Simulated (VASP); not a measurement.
# Sn (Fd-3m) in VASP: further runs

Sn is run at these levels: r2SCAN; tasks: single point, relaxation of cell and atoms.

Program: VASP 6.6.1. These are calculated values, not measurements. Logs are shortened: lines on timing, memory, paths and dates and some standing lists are left out, and cuts for length are marked.

### Step 1. The cell of the first run

The structure is cubic, space group Fd-3m (No. 227). Conventional cell: a = 6.566 Å, b = 6.566 Å, c = 6.566 Å, α = 90.00°, β = 90.00°, γ = 90.00°. Sn (site symmetry -43m) has 4 Sn at 2.84 Å within 3.7 Å.

### Step 2. Single point, r2SCAN

POSCAR reads:

```
Sn
1.0
    0.0000000000      3.2832102881      3.2832102881
    3.2832102881      0.0000000000      3.2832102881
    3.2832102881      3.2832102881      0.0000000000
Sn
2
Direct
   -0.1250000000     -0.1250000000     -0.1250000000
    0.1250000000      0.1250000000      0.1250000000
```

INCAR.step1 reads:

```
SYSTEM = Sn
PREC = Accurate
ENCUT = 520
ISMEAR = -1
SIGMA = 0.02
LREAL = .False.
LASPH = .True.
NELM = 80
NBANDS = 21
GGA = PE
ALGO = Normal
EDIFF = 1E-4
LWAVE = .True.
LCHARG = .False.
```

INCAR.step2 reads:

```
SYSTEM = Sn
PREC = Accurate
ENCUT = 520
EDIFF = 1E-7
ISMEAR = -1
SIGMA = 0.02
LREAL = .False.
LASPH = .True.
NELM = 80
ALGO = Normal
ISIF = 2
LWAVE = .False.
LCHARG = .False.
METAGGA = R2SCAN
LMIXTAU = .True.
NBANDS = 21
ISTART = 1
```

KPOINTS reads:

```
Automatic mesh
0
Gamma
  9 9 9
  0 0 0
```

Potentials or basis: VASP PAW PBE potentials, release 64 (Sn_d).

The run is started by

```
cat potpaw_PBE.64/Sn_d/POTCAR > POTCAR
cp INCAR.step1 INCAR
mpirun -np 1 vasp_std > vasp.out
cp INCAR.step2 INCAR
mpirun -np 1 vasp_std > vasp.out
```

OUTCAR:

```text
SYSTEM = Sn
   PREC = Accurate
   ENCUT = 520
   EDIFF = 1E-7
   ISMEAR = -1
   LREAL = .False.
   LASPH = .True.
   NELM = 80
   ISIF = 2
   METAGGA = R2SCAN
   ISTART = 1

 ion  position               nearest neighbor table
   1  0.875  0.875  0.875-   2 2.84   2 2.84   2 2.84   2 2.84
   2  0.125  0.125  0.125-   1 2.84   1 2.84   1 2.84   1 2.84

  LATTYP: Found a face centered cubic cell.
 ALAT       =     6.5664205762

  Lattice vectors:

 A1 = (   0.0000000000,   3.2832102881,   3.2832102881)
 A2 = (   3.2832102881,   0.0000000000,   3.2832102881)
 A3 = (   3.2832102881,   3.2832102881,   0.0000000000)

Analysis of symmetry for initial positions (statically):
=====================================================================
 Subroutine PRICEL returns:
 Original cell was already a primitive cell.

 Routine SETGRP: Setting up the symmetry group for a
 face centered cubic supercell.

 Subroutine GETGRP returns: Found 48 space group operations
 (whereof 12 operations were pure point group operations)
 out of a pool of 48 trial point group operations.

The static configuration has the point symmetry D_3d.
 The point group associated with its full space group is O_h .

Analysis of symmetry for dynamics (positions and initial velocities):
=====================================================================
 Subroutine PRICEL returns:
 Original cell was already a primitive cell.

 Routine SETGRP: Setting up the symmetry group for a
 face centered cubic supercell.

 Subroutine GETGRP returns: Found 48 space group operations
 (whereof 12 operations were pure point group operations)
 out of a pool of 48 trial point group operations.

The dynamic configuration has the point symmetry D_3d.
 The point group associated with its full space group is O_h .

 Subroutine INISYM returns: Found 48 space group operations
 (whereof 12 operations are pure point group operations),
 and found     1 'primitive' translations

----------------------------------------------------------------------------------------

                                     Primitive cell

  volume of cell :      70.7825

  direct lattice vectors                    reciprocal lattice vectors
     0.000000000  3.283210288  3.283210288    -0.152289971  0.152289971  0.152289971
     3.283210288  0.000000000  3.283210288     0.152289971 -0.152289971  0.152289971
     3.283210288  3.283210288  0.000000000     0.152289971  0.152289971 -0.152289971

  length of vectors
     4.643160518  4.643160518  4.643160518     0.263773967  0.263773967  0.263773967

  position of ions in fractional coordinates (direct lattice)
     0.875000000  0.875000000  0.875000000
     0.125000000  0.125000000  0.125000000

  ion indices of the primitive-cell ions
   primitive index   ion index
                 1           1
                 2           2

----------------------------------------------------------------------------------------

 KPOINTS: Automatic mesh

Automatic generation of k-mesh.
 Grid dimensions read from file:
 generate k-points for:    9    9    9

 Generating k-lattice:

  Cartesian coordinates                     Fractional coordinates (reciprocal lattice)
    -0.016921108  0.016921108  0.016921108     0.111111111  0.000000000  0.000000000
     0.016921108 -0.016921108  0.016921108     0.000000000  0.111111111  0.000000000
     0.016921108  0.016921108 -0.016921108     0.000000000  0.000000000  0.111111111

  Length of vectors
     0.029308219  0.029308219  0.029308219

  Shift w.r.t. Gamma in fractional coordinates (k-lattice)
     0.000000000  0.000000000  0.000000000

 Subroutine IBZKPT returns following result:
 ===========================================

 Found     35 irreducible k-points:

 Following reciprocal coordinates:
            Coordinates               Weight
  0.000000  0.000000  0.000000      1.000000
  0.111111  0.000000  0.000000      8.000000
  0.222222  0.000000  0.000000      8.000000
  0.333333  0.000000  0.000000      8.000000
  0.444444  0.000000  0.000000      8.000000
  0.111111  0.111111  0.000000      6.000000
[... 16 lines left out ...]
 -0.333333  0.333333  0.000000     12.000000
  0.444444  0.444444  0.000000      6.000000
 [... further k-points ...]
   k-points           NKPTS =     35   k-points in BZ     NKDIM =     35   number of bands    NBANDS=     21
   number of dos      NEDOS =    301   number of ions     NIONS =      2
   total plane-waves  NPLWV =  46656
   dimension x,y,z NGX =    36 NGY =   36 NGZ =   36
   dimension x,y,z NGXF=    72 NGYF=   72 NGZF=   72
   ions per type =               2
   NGX,Y,Z   is equivalent  to a cutoff of  12.89, 12.89, 12.89 a.u.
   NGXF,Y,Z  is equivalent  to a cutoff of  25.78, 25.78, 25.78 a.u.
 SYSTEM =  Sn
   PREC   = accura    normal or accurate (medium, high low for compatibility)
   ISTART =      1    job   : 0-new  1-cont  2-samecut
   ICHARG =      0    charge: 1-file 2-atom 10-const
   ISPIN  =      1    spin polarized calculation?
   LNONCOLLINEAR =      F non collinear calculations
   LSORBIT =      F    spin-orbit coupling
   LASPH  =      T    aspherical Exc in radial PAW
   ENCUT  =  520.0 eV  38.22 Ry    6.18 a.u.   8.63  8.63  8.63*2*pi/ulx,y,z
   NELM   =     80;   NELMIN=  2; NELMDL=  0     # of ELM steps
   EDIFF  = 0.1E-06   stopping-criterion for ELM
   LREAL  =      F    real-space projection
   EDIFFG = 0.1E-05   stopping-criterion for IOM
   NSW    =      0    number of steps for IOM
   IBRION =     -1    ionic relax: 0-MD 1-quasi-New 2-CG
   NFREE  =      0    steps in history (QN), initial steepest desc. (CG)
   ISIF   =      2    stress and relaxation
   ISYM   =      2    0-nonsym 1-usesym 2-fastsym
   POTIM  = 0.5000    time-step for ionic-motion
   TEBEG  =    0.0;   TEEND  =   0.0 temperature during run
   PSTRESS=    0.0 pullay stress
   NELECT =      28.0000    total number of electrons
   NUPDOWN=      -1.0000    fix difference up-down
   EMIN   =  10.00;   EMAX   =-10.00  energy-range for DOS
   EFERMI =   0.00;   METHOD = LEGACY
   ISMEAR =    -1;   SIGMA  =   0.02  broadening in eV -4-tet -1-fermi 0-gaus
   EFERMI_NEDOS =   21; number of points for ismear=-14 and -15
   IALGO  =     38    algorithm
   IMIX   =      4    mixing-type and parameters
     AMIX     =   0.40;   BMIX     =  1.00
     AMIX_MAG =   1.60;   BMIX_MAG =  1.00
  volume/ion in A,a.u.               =      35.39       238.83
  Fermi-wavevector in a.u.,A,eV,Ry     =   1.201763  2.271003 19.649999  1.444234
  Thomas-Fermi vector in A             =   2.337563
   LORBIT       =      0    0 simple, 1 ext, 2 COOP (PROOUT), +10 PAW based schemes
   METAGGA = R2SCAN    functional components
   LHFCALC =     F    Hartree Fock is set to
   AEXX    =    0.0000 exact exchange contribution
   IVDW    =     0    specifies the selected vdW correction
   LEPSILON=     F    determine dielectric tensor
   LRPA    =     F    only Hartree local field effects (RPA)
 non-spin polarized calculation
  energy-cutoff  :      520.00
  volume of cell :       70.78
 maximum number of plane-waves:      1932
   NGX = 17   NGY = 17   NGZ = 17

 number of electron      27.9999984 magnetization

 Free energy of the ion-electron system (eV)
  ---------------------------------------------------
  ext. energy  EPLUGINS =         0.00000000
  ---------------------------------------------------
  free energy    TOTEN  =       -49.49170376 eV

  energy without entropy =      -49.49153711  energy(sigma->0) =      -49.49162043

 E-fermi :   5.2217     XC(G=0):  -9.4251

 val. band max:        5.2141695775   @ k =   0.0000   0.0000   0.0000
 cond. band min:       5.2930391876   @ k =   0.4444   0.0000   0.0000
 fundamental gap:      0.0788696101
 Fermi energy:         5.2217220244

 k-point     1 :       0.0000    0.0000    0.0000
  band No.  band energies     occupation
      1     -17.1260      2.00000
      2     -17.1260      2.00000
      3     -17.1260      2.00000
      4     -17.0643      2.00000
      5     -17.0643      2.00000
      6     -16.7692      2.00000
[... 13 lines left out ...]
     20      13.3881      0.00000
     21      13.3881      0.00000

 k-point     2 :       0.1111    0.0000    0.0000
  band No.  band energies     occupation
      1     -17.1345      2.00000
      2     -17.1345      2.00000
      3     -17.1232      2.00000
      4     -17.0523      2.00000
      5     -17.0522      2.00000
      6     -16.7847      2.00000
[... 13 lines left out ...]
     20      12.6615      0.00000
     21      12.6615      0.00000

 k-point     3 :       0.2222    0.0000    0.0000
  band No.  band energies     occupation
      1     -17.1479      2.00000
      2     -17.1479      2.00000
      3     -17.1158      2.00000
      4     -17.0308      2.00000
      5     -17.0308      2.00000
      6     -16.8035      2.00000
[... 13 lines left out ...]
     20      12.3216      0.00000
     21      12.3216      0.00000

 k-point     4 :       0.3333    0.0000    0.0000
  band No.  band energies     occupation
      1     -17.1569      2.00000
      2     -17.1569      2.00000
      3     -17.1069      2.00000
      4     -17.0140      2.00000
      5     -17.0140      2.00000
      6     -16.8157      2.00000
[... 13 lines left out ...]
     20      12.8206      0.00000
     21      12.8206      0.00000

 k-point     5 :       0.4444    0.0000    0.0000
  band No.  band energies     occupation
      1     -17.1608      2.00000
      2     -17.1608      2.00000
      3     -17.1010      2.00000
      4     -17.0063      2.00000
      5     -17.0063      2.00000
      6     -16.8206      2.00000
[... 13 lines left out ...]
     20      13.9637      0.00000
     21      13.9637      0.00000
[... 382 lines left out ...]
     20      14.8839      0.00000
     21      15.3039      0.00000

 k-point    22 :      -0.4444    0.3333    0.0000
  band No.  band energies     occupation
      1     -17.1941      2.00000
      2     -17.1752      2.00000
      3     -17.0504      2.00000
      4     -16.9646      2.00000
      5     -16.9382      2.00000
      6     -16.9025      2.00000
[... 13 lines left out ...]
     20      14.0770      0.00000
     21      15.8676      0.00000

 k-point    23 :      -0.3333    0.3333    0.0000
  band No.  band energies     occupation
      1     -17.1985      2.00000
      2     -17.1760      2.00000
      3     -17.0436      2.00000
      4     -16.9445      2.00000
      5     -16.9353      2.00000
      6     -16.9180      2.00000
[... 13 lines left out ...]
     20      12.8529      0.00000
     21      16.2245      0.00000

 k-point    24 :       0.4444    0.4444    0.0000
  band No.  band energies     occupation
      1     -17.1748      2.00000
      2     -17.1747      2.00000
      3     -17.0704      2.00000
      4     -17.0130      2.00000
      5     -16.9340      2.00000
      6     -16.8801      2.00000
[... 13 lines left out ...]
     20      15.3834      0.00000
     21      15.7148      0.00000

 [... further k-points ...]
[... 5 lines left out ...]
  --------------------------------------------------------------------------------------
  -------------------------------------------------------------------------------------
  Total       -0.0150235     -0.0150235     -0.0150235     -0.0000000      0.0000000      0.0000000
  in kB       -0.3400601     -0.3400601     -0.3400601     -0.0000000      0.0000000      0.0000000
  external PRESSURE =      -0.3400601 kB  Pullay stress =       0.0000000 kB

 VOLUME and BASIS-vectors are now :
 -----------------------------------------------------------------------------
  energy-cutoff  :      520.00
  volume of cell :       70.78
      direct lattice vectors                 reciprocal lattice vectors
     0.000000000  3.283210288  3.283210288    -0.152289971  0.152289971  0.152289971
     3.283210288  0.000000000  3.283210288     0.152289971 -0.152289971  0.152289971
     3.283210288  3.283210288  0.000000000     0.152289971  0.152289971 -0.152289971

 POSITION                                       TOTAL-FORCE (eV/Angst)
 -----------------------------------------------------------------------------------
      5.74562      5.74562      5.74562        -0.000000      0.000000      0.000000
      0.82080      0.82080      0.82080         0.000000     -0.000000     -0.000000
 -----------------------------------------------------------------------------------
    total drift:                                0.000000      0.000000      0.000000

  FREE ENERGIE OF THE ION-ELECTRON SYSTEM (eV)
  ---------------------------------------------------
  free  energy   TOTEN  =       -49.4917037571 eV

  energy  without entropy=      -49.4915371072  energy(sigma->0) =      -49.49162043
```

Wall time 73 s (1 thread of Intel Xeon 6975P-C (Granite Rapids), shared host); peak memory 0.23 GiB.

What came out:

- Free energy: -49.4917 eV
- Pressure: 0.0 GPa
- Band gap on the k mesh: zero (filled and empty bands touch)

Caveat: the PAW data sets were made with another functional, which shifts forces and pressure a little; spin-orbit coupling is left out, which moves the levels of the heavy elements.

### Step 3. Relaxation of cell and atoms, r2SCAN

This run uses another cell than the first one, of 35.00 Å³/atom, 0.989 times its volume.

POSCAR reads:

```
Sn
1.0
    0.0000000000      3.2710663102      3.2710663102
    3.2710663102      0.0000000000      3.2710663102
    3.2710663102      3.2710663102      0.0000000000
Sn
2
Direct
   -0.1250000000     -0.1250000000     -0.1250000000
    0.1250000000      0.1250000000      0.1250000000
```

INCAR.step1 reads:

```
ALGO = Normal
EDIFF = 1E-4
ENCUT = 600
GGA = PE
ISMEAR = -1
LASPH = T
LCHARG = F
LREAL = F
LWAVE = T
NELM = 100
PREC = Accurate
SIGMA = 0.02
```

INCAR.step2 reads:

```
ALGO = Normal
EDIFF = 1E-6
EDIFFG = -0.005
ENCUT = 600
IBRION = 2
ISIF = 3
ISMEAR = -1
ISTART = 1
LASPH = T
LCHARG = F
LMIXTAU = T
LREAL = F
LWAVE = F
METAGGA = R2SCAN
NELM = 100
NSW = 60
PREC = Accurate
SIGMA = 0.02
```

KPOINTS reads:

```
k-points
0
Gamma
  9 9 9
```

Potentials or basis: VASP PAW PBE potentials, release 64 (Sn_d).

The run is started by

```
cat potpaw_PBE.64/Sn_d/POTCAR > POTCAR
cp INCAR.step1 INCAR
mpirun -np 1 vasp_std > vasp.out
cp INCAR.step2 INCAR
mpirun -np 1 vasp_std > vasp.out
```

Wall time 4.1 min (1 thread of Intel Xeon 6975P-C (Granite Rapids), shared host); peak memory 0.28 GiB.

Results (log left out):

```
Free energy                            : -49.4937 eV
Relaxed volume                         : 35.39 Å³/atom
Relaxed cell                           : a = 4.643 Å, b = 4.643 Å, c = 4.643 Å, α = 60.00°, β = 60.00°, γ = 60.00°
Space group after relaxing (to 0.05 Å) : Fd-3m (No. 227)
Energy gained by relaxing              : 0.6 meV/atom
Ionic steps                            : 3
Pressure after relaxing                : 0.0 GPa
Band gap on the k mesh                 : zero (filled and empty bands touch)
```

The path:
| step | energy change (eV) | largest force (eV/Å) | pressure (GPa) | volume (Å³) |
| --- | --- | --- | --- | --- |
| 1 | 0.0000 | 0.0000 | 0.48 | 70.00 |
| 2 | -0.0010 | 0.0000 | -0.14 | 71.06 |
| 3 | -0.0012 | 0.0000 | -0.01 | 70.79 |

Final structure:
```xyz
2
Lattice="0.0000 3.2833 3.2833 3.2833 0.0000 3.2833 3.2833 3.2833 0.0000" Properties=species:S:1:pos:R:3 pbc="T T T"
Sn    5.7458    5.7458    5.7458
Sn    0.8208    0.8208    0.8208
```

Levels at points of the mesh, in eV from the Fermi level:
```csv
k point,band 10,band 11,band 12,band 13,band 14,band 15,band 16,band 17,band 18
"(0.00, 0.00, 0.00)",-21.98,-10.90,-0.63,-0.01,-0.01,-0.01,2.21,2.21,2.21
```

Caveat: the PAW data sets were made with another functional, which shifts forces and pressure a little; spin-orbit coupling is left out, which moves the levels of the heavy elements.
